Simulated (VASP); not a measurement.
A run of VASP 6.6.1:

File INCAR:

```
PREC = Accurate ; ENCUT = 600
EDIFF = 1E-7 ; ISMEAR = 1
SIGMA = 0.05 ; LREAL = False
LASPH = True ; NELM = 120
ALGO = Normal ; ISIF = 3
LWAVE = False ; LCHARG = False
IBRION = 2 ; NSW = 80
EDIFFG = -0.03 ; PSTRESS = 100.0
GGA_COMPAT = False ; NELMIN = 4
```

File KPOINTS:

```
regular mesh
0
Gamma
  10 10 10
```

File POSCAR:

```
C
1.0
    0.0000000000      2.0600000000      2.0600000000
    2.0600000000      0.0000000000      2.0600000000
    2.0600000000      2.0600000000      0.0000000000
C
2
Direct
    1.0000000000      1.0000000000      1.0000000000
    0.2500000000      0.2500000000      0.2500000000
```

Potentials or basis: VASP PAW LDA potentials, release 64 (C).

Run with:

```sh
$ cat potpaw_LDA.64/C/POTCAR > POTCAR
$ mpirun -np 1 vasp_std > vasp.out
```

Hardware: 1 thread of Intel(R) Xeon(R) Platinum 8259CL CPU @ 2.50GHz (Skylake/Cascade Lake) (shared host).

Q: Estimate the wall time of this run.

A: Wall time 12 s on 1 thread of Intel(R) Xeon(R) Platinum 8259CL CPU @ 2.50GHz (Skylake/Cascade Lake), on a shared host, peak memory 0.12 GiB. Counts: scf iterations 39, k points 47, ion steps 5.
